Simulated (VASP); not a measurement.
# InSe (P6_3/mmc) in VASP: single point with PBE+D3(BJ)

Aim: the single point of InSe with PBE+D3(BJ).

Everything below comes from runs of VASP 6.6.1. Logs are shortened: lines on timing, memory, paths and dates and some standing lists are left out, and cuts for length are marked.

## (1) The cell of the first run

It takes space group P6_3/mmc (No. 194, hexagonal). Conventional cell: a = 4.032 Å, b = 4.032 Å, c = 16.763 Å, α = 90.00°, β = 90.00°, γ = 120.00°. In (site symmetry 3m) has 3 Se at 2.66 Å and 1 In at 2.79 Å within 3.5 Å. Within 3.5 Å of Se (site symmetry 3m) lie 3 In at 2.66 Å.

## (2) Single point, PBE+D3(BJ)

File INCAR:

```
SYSTEM = InSe
PREC = Accurate
ENCUT = 520
EDIFF = 1E-6
ISMEAR = 0
SIGMA = 0.01
LREAL = .FALSE.
LASPH = .TRUE.
NELM = 100
ALGO = Normal
ISIF = 2
LWAVE = .FALSE.
LCHARG = .FALSE.
GGA = PE
IVDW = 12
NBANDS = 48
```

File KPOINTS:

```
regular mesh
0
G
  10 10 3
  0 0 0
```

File POSCAR:

```
InSe
1.0
    4.0323647345      0.0000000000      0.0000000000
   -2.0161823673      3.4921302974      0.0000000000
    0.0000000000      0.0000000000     16.7632545153
In Se
4 4
Direct
    0.3333333333      0.6666666667      0.1666677262
    0.6666666667      0.3333333333      0.6666677262
    0.3333333333      0.6666666667      0.3333322738
    0.6666666667      0.3333333333      0.8333322738
    0.3333333333      0.6666666667      0.5899146032
    0.6666666667      0.3333333333      0.0899146032
    0.3333333333      0.6666666667      0.9100853968
    0.6666666667      0.3333333333      0.4100853968
```

Potentials or basis: VASP PAW PBE potentials, release 64 (In_d, Se).

Run with:

```
$ cat potpaw_PBE.64/In_d/POTCAR potpaw_PBE.64/Se/POTCAR > POTCAR
$ mpirun -np 1 vasp_std > vasp.out
```

OUTCAR:

```text
SYSTEM = InSe
   PREC = Accurate
   ENCUT = 520
   EDIFF = 1E-6
   ISMEAR = 0
   LREAL = .FALSE.
   LASPH = .TRUE.
   NELM = 100
   ISIF = 2
   GGA = PE
   IVDW = 12
 IVDW          = 12

 ion  position               nearest neighbor table
   1  0.333  0.667  0.167-   6 2.66   6 2.66   6 2.66   3 2.79
   2  0.667  0.333  0.667-   5 2.66   5 2.66   5 2.66   4 2.79
   3  0.333  0.667  0.333-   8 2.66   8 2.66   8 2.66   1 2.79
   4  0.667  0.333  0.833-   7 2.66   7 2.66   7 2.66   2 2.79
   5  0.333  0.667  0.590-   2 2.66   2 2.66   2 2.66
   6  0.667  0.333  0.090-   1 2.66   1 2.66   1 2.66
   7  0.333  0.667  0.910-   4 2.66   4 2.66   4 2.66
   8  0.667  0.333  0.410-   3 2.66   3 2.66   3 2.66

  LATTYP: Found a hexagonal cell.
 ALAT       =     4.0323647345
 C/A-ratio  =     4.1571771452

  Lattice vectors:

 A1 = (   4.0323647345,   0.0000000000,   0.0000000000)
 A2 = (  -2.0161823673,   3.4921302974,   0.0000000000)
 A3 = (   0.0000000000,   0.0000000000,  16.7632545153)

Analysis of symmetry for initial positions (statically):
=====================================================================
 Subroutine PRICEL returns:
 Original cell was already a primitive cell.

 Routine SETGRP: Setting up the symmetry group for a
 hexagonal supercell.

 Subroutine GETGRP returns: Found 24 space group operations
 (whereof 12 operations were pure point group operations)
 out of a pool of 24 trial point group operations.

The static configuration has the point symmetry D_3d.
 The point group associated with its full space group is D_6h.

Analysis of symmetry for dynamics (positions and initial velocities):
=====================================================================
 Subroutine PRICEL returns:
 Original cell was already a primitive cell.

 Routine SETGRP: Setting up the symmetry group for a
 hexagonal supercell.

 Subroutine GETGRP returns: Found 24 space group operations
 (whereof 12 operations were pure point group operations)
 out of a pool of 24 trial point group operations.

The dynamic configuration has the point symmetry D_3d.
 The point group associated with its full space group is D_6h.

 Subroutine INISYM returns: Found 24 space group operations
 (whereof 12 operations are pure point group operations),
 and found     1 'primitive' translations

----------------------------------------------------------------------------------------

                                     Primitive cell

  volume of cell :     236.0525

  direct lattice vectors                    reciprocal lattice vectors
     4.032364734  0.000000000  0.000000000     0.247993440  0.143179079  0.000000000
    -2.016182367  3.492130297  0.000000000     0.000000000  0.286358158  0.000000000
     0.000000000  0.000000000 16.763254515     0.000000000  0.000000000  0.059654287

  length of vectors
     4.032364734  4.032364735 16.763254515     0.286358158  0.286358158  0.059654287

  position of ions in fractional coordinates (direct lattice)
     0.333333333  0.666666667  0.166667726
     0.666666667  0.333333333  0.666667726
     0.333333333  0.666666667  0.333332274
     0.666666667  0.333333333  0.833332274
     0.333333333  0.666666667  0.589914603
     0.666666667  0.333333333  0.089914603
     0.333333333  0.666666667  0.910085397
     0.666666667  0.333333333  0.410085397

  ion indices of the primitive-cell ions
   primitive index   ion index
                 1           1
                 2           2
                 3           3
                 4           4
                 5           5
                 6           6
                 7           7
                 8           8

----------------------------------------------------------------------------------------

 KPOINTS: regular mesh

Automatic generation of k-mesh.
 Grid dimensions read from file:
 generate k-points for:   10   10    3

 Generating k-lattice:

  Cartesian coordinates                     Fractional coordinates (reciprocal lattice)
     0.024799344  0.014317908  0.000000000     0.100000000  0.000000000  0.000000000
     0.000000000  0.028635816  0.000000000     0.000000000  0.100000000  0.000000000
     0.000000000  0.000000000  0.019884762     0.000000000  0.000000000  0.333333333

  Length of vectors
     0.028635816  0.028635816  0.019884762

  Shift w.r.t. Gamma in fractional coordinates (k-lattice)
     0.000000000  0.000000000  0.000000000

 Subroutine IBZKPT returns following result:
 ===========================================

 Found     28 irreducible k-points:

 Following reciprocal coordinates:
            Coordinates               Weight
  0.000000  0.000000  0.000000      1.000000
  0.100000  0.000000  0.000000      6.000000
  0.200000  0.000000  0.000000      6.000000
  0.300000  0.000000  0.000000      6.000000
  0.400000  0.000000  0.000000      6.000000
  0.500000  0.000000  0.000000      3.000000
[... 16 lines left out ...]
  0.300000  0.100000  0.333333     24.000000
  0.400000  0.100000  0.333333     24.000000
 [... further k-points ...]
   k-points           NKPTS =     28   k-points in BZ     NKDIM =     28   number of bands    NBANDS=     48
   number of dos      NEDOS =    301   number of ions     NIONS =      8
   total plane-waves  NPLWV = 113400
   dimension x,y,z NGX =    30 NGY =   30 NGZ =  126
   dimension x,y,z NGXF=    60 NGYF=   60 NGZF=  252
   ions per type =               4   4
   NGX,Y,Z   is equivalent  to a cutoff of  12.37, 12.37, 12.50 a.u.
   NGXF,Y,Z  is equivalent  to a cutoff of  24.74, 24.74, 24.99 a.u.
 SYSTEM =  InSe
   PREC   = accura    normal or accurate (medium, high low for compatibility)
   ISTART =      0    job   : 0-new  1-cont  2-samecut
   ICHARG =      2    charge: 1-file 2-atom 10-const
   ISPIN  =      1    spin polarized calculation?
   LNONCOLLINEAR =      F non collinear calculations
   LSORBIT =      F    spin-orbit coupling
   LASPH  =      T    aspherical Exc in radial PAW
   ENCUT  =  520.0 eV  38.22 Ry    6.18 a.u.   7.50  7.50 31.17*2*pi/ulx,y,z
   NELM   =    100;   NELMIN=  2; NELMDL= -5     # of ELM steps
   EDIFF  = 0.1E-05   stopping-criterion for ELM
   LREAL  =      F    real-space projection
   EDIFFG = 0.1E-04   stopping-criterion for IOM
   NSW    =      0    number of steps for IOM
   IBRION =     -1    ionic relax: 0-MD 1-quasi-New 2-CG
   NFREE  =      0    steps in history (QN), initial steepest desc. (CG)
   ISIF   =      2    stress and relaxation
   ISYM   =      2    0-nonsym 1-usesym 2-fastsym
   POTIM  = 0.5000    time-step for ionic-motion
   TEBEG  =    0.0;   TEEND  =   0.0 temperature during run
   PSTRESS=    0.0 pullay stress
   NELECT =      76.0000    total number of electrons
   NUPDOWN=      -1.0000    fix difference up-down
   EMIN   =  10.00;   EMAX   =-10.00  energy-range for DOS
   EFERMI =   0.00;   METHOD = LEGACY
   ISMEAR =     0;   SIGMA  =   0.01  broadening in eV -4-tet -1-fermi 0-gaus
   EFERMI_NEDOS =   21; number of points for ismear=-14 and -15
   IALGO  =     38    algorithm
   IMIX   =      4    mixing-type and parameters
     AMIX     =   0.40;   BMIX     =  1.00
     AMIX_MAG =   1.60;   BMIX_MAG =  1.00
  volume/ion in A,a.u.               =      29.51       199.12
  Fermi-wavevector in a.u.,A,eV,Ry     =   1.122044  2.120355 17.129496  1.258982
  Thomas-Fermi vector in A             =   2.258701
   LORBIT       =      0    0 simple, 1 ext, 2 COOP (PROOUT), +10 PAW based schemes
   GGA     = PE    functional components
   LHFCALC =     F    Hartree Fock is set to
   AEXX    =    0.0000 exact exchange contribution
   IVDW    =    12    specifies the selected vdW correction
   LEPSILON=     F    determine dielectric tensor
   LRPA    =     F    only Hartree local field effects (RPA)
 non-spin polarized calculation
 Gauss-broadening in eV      SIGMA  =   0.01
  energy-cutoff  :      520.00
  volume of cell :      236.05
 maximum number of plane-waves:      6394
 NGX is ok and might be reduce to    30
   NGX = 15   NGY = 15   NGZ = 63

 number of electron      76.0000013 magnetization

 Free energy of the ion-electron system (eV)
  ---------------------------------------------------
  ext. energy  EPLUGINS =         0.00000000
  ---------------------------------------------------
  free energy    TOTEN  =       -28.32258617 eV

  energy without entropy =      -28.32258617  energy(sigma->0) =      -28.32258617

 E-fermi :   4.0863     XC(G=0):  -8.8730

 val. band max:        4.0118028810   @ k =   0.0000   0.0000   0.0000
 cond. band min:       4.3660269091   @ k =   0.0000   0.0000   0.0000
 fundamental gap:      0.3542240282
 Fermi energy:         4.0862883826

 k-point     1 :       0.0000    0.0000    0.0000
  band No.  band energies     occupation
      1     -10.7752      2.00000
      2     -10.7744      2.00000
      3     -10.5900      2.00000
      4     -10.5900      2.00000
      5     -10.5896      2.00000
      6     -10.5896      2.00000
[... 40 lines left out ...]
     47       9.0999      0.00000
     48       9.4010      0.00000

 k-point     2 :       0.1000    0.0000    0.0000
  band No.  band energies     occupation
      1     -10.7747      2.00000
      2     -10.7739      2.00000
      3     -10.6259      2.00000
      4     -10.6210      2.00000
      5     -10.5886      2.00000
      6     -10.5882      2.00000
[... 40 lines left out ...]
     47       8.8679      0.00000
     48       9.2651      0.00000

 k-point     3 :       0.2000    0.0000    0.0000
  band No.  band energies     occupation
      1     -10.7828      2.00000
      2     -10.7818      2.00000
      3     -10.6923      2.00000
      4     -10.6824      2.00000
      5     -10.6348      2.00000
      6     -10.6228      2.00000
[... 1060 lines left out ...]
     47       8.3515      0.00000
     48       8.4040      0.00000

 k-point    24 :       0.4000    0.1000    0.3333
  band No.  band energies     occupation
      1     -10.8836      2.00000
      2     -10.8812      2.00000
      3     -10.7822      2.00000
      4     -10.7786      2.00000
      5     -10.7173      2.00000
      6     -10.7162      2.00000
[... 40 lines left out ...]
     47       8.2338      0.00000
     48       8.3625      0.00000

 [... further k-points ...]

------------------------ aborting loop because EDIFF is reached ----------------------------------------

 Edisp (eV)   -2.37358

 E8    (eV) :    -1.0876

  FORCE on cell =-STRESS in cart. coord.  units (eV):
  Direction    XX          YY          ZZ          XY          YZ          ZX
  --------------------------------------------------------------------------------------
  -------------------------------------------------------------------------------------
  Total       0.05556     0.05556     0.04367    -0.00000    -0.00000     0.00000
  in kB       0.37711     0.37711     0.29642    -0.00000    -0.00000     0.00000
  external pressure =        0.35 kB  Pullay stress =        0.00 kB

 VOLUME and BASIS-vectors are now :
 -----------------------------------------------------------------------------
  energy-cutoff  :      520.00
  volume of cell :      236.05
      direct lattice vectors                 reciprocal lattice vectors
     4.032364734  0.000000000  0.000000000     0.247993440  0.143179079  0.000000000
    -2.016182367  3.492130297  0.000000000     0.000000000  0.286358158  0.000000000
     0.000000000  0.000000000 16.763254515     0.000000000  0.000000000  0.059654287

 POSITION                                       TOTAL-FORCE (eV/Angst)
 -----------------------------------------------------------------------------------
     -0.00000      2.32809      2.79389         0.000000      0.000000      0.013876
      2.01618      1.16404     11.17552         0.000000     -0.000000      0.013876
     -0.00000      2.32809      5.58773        -0.000000      0.000000     -0.013876
      2.01618      1.16404     13.96936         0.000000     -0.000000     -0.013876
     -0.00000      2.32809      9.88889        -0.000000      0.000000     -0.014599
      2.01618      1.16404      1.50726         0.000000      0.000000     -0.014599
     -0.00000      2.32809     15.25599        -0.000000     -0.000000      0.014599
      2.01618      1.16404      6.87437         0.000000     -0.000000      0.014599
 -----------------------------------------------------------------------------------
    total drift:                               -0.000000      0.000000      0.000000

  FREE ENERGIE OF THE ION-ELECTRON SYSTEM (eV)
  ---------------------------------------------------
  free  energy   TOTEN  =       -30.6961669796 eV

  energy  without entropy=      -30.6961669796  energy(sigma->0) =      -30.69616698
```

Wall time 5.7 min (1 thread of Intel Xeon Platinum 8488C (Sapphire Rapids), shared host); peak memory 0.47 GiB.

Results:

* Free energy: -30.6962 eV
* Pressure: 0.0 GPa
* Largest force: 0.015 eV/Å
* Band gap on the k mesh: 0.35 eV
* Dispersion energy per atom: -0.297 eV

Forces in eV/Å, atoms in the order of the input:
```
In   0.000  0.000  0.014
In   0.000  0.000  0.014
In   0.000  0.000 -0.014
In   0.000  0.000 -0.014
Se   0.000  0.000 -0.015
Se   0.000  0.000 -0.015
Se   0.000  0.000  0.015
Se   0.000  0.000  0.015
```

Levels at points of the mesh, in eV from the valence-band top:
```csv
k point,band 36,band 37,band 38,band 39,band 40,band 41
"(0.00, 0.00, 0.00)",-1.10,-1.10,0.00,0.35,1.73,2.11
"(0.50, 0.00, 0.00)",-2.07,-1.98,-1.35,1.12,1.21,1.93
```

Caveat: spin-orbit coupling is left out, which moves the levels of the heavy elements.
